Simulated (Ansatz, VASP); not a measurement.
**Cu: VASP beside Ansatz**

Contents of INCAR:

```
PREC = Accurate
ENCUT = 520
EDIFF = 1E-6
ISMEAR = -1
SIGMA = 0.1
LREAL = False
LASPH = True
NELM = 80
ALGO = Normal
ISIF = 2
LWAVE = False
LCHARG = False
GGA = PE
NBANDS = 12
```

The input KPOINTS:

```
regular mesh
0
Gamma
  21 21 21
```

POSCAR

```
Cu
1.0
    2.3742203116      0.0000000000      0.0000000000
    0.0000000000      2.3742203116      0.0000000000
    0.0000000000      0.0000000000      2.3742203116
Cu
1
Direct
    0.0000000000      0.0000000000      0.0000000000
```

Input for Ansatz:

```yaml
crystal:
  lattice:
    - [2.3742203116, 0.0, 0.0]
    - [0.0, 2.3742203116, 0.0]
    - [0.0, 0.0, 2.3742203116]
  atoms:
    - { symbol: Cu, position: [0.0, 0.0, 0.0] }
hamiltonian:
  xc: pbe
  pseudopotentials:
    kind: paw
    azcp:
      Cu: "pseudopotentials/Cu.paw.azcp"
basis:
  ecutwfc: 420
  fft_grid_basis: typed
kpoints:
  mp_grid: { grid: [21, 21, 21], shift: [0, 0, 0] }
magnetization:
  spin_polarized: false
scf:
  occupations: { method: fermi_dirac, width: 0.1 }
output:
  stress: true
```

Alike in both runs: task single point; functional PBE; k mesh 21 × 21 × 21; occupations fermi-dirac, width 0.1 eV; no spin polarisation.

|  | VASP | Ansatz |
| --- | --- | --- |
| version | VASP 6.6.1 | Ansatz 0.2.0 |
| potentials or method | VASP PAW PBE potentials, release 64 (Cu), cutoff 520 eV | plane waves (420 eV) with PAW, scalar-relativistic |
| valence electrons in the cell | 11 | 19 |

|  | VASP | Ansatz | Ansatz less VASP |
| --- | --- | --- | --- |
| pressure (GPa) | 5.2 | 4.6 | -0.63 |

VASP's potentials hold 11 valence electrons a cell and Ansatz's 19, so a difference there can come from the potentials and not from the codes.
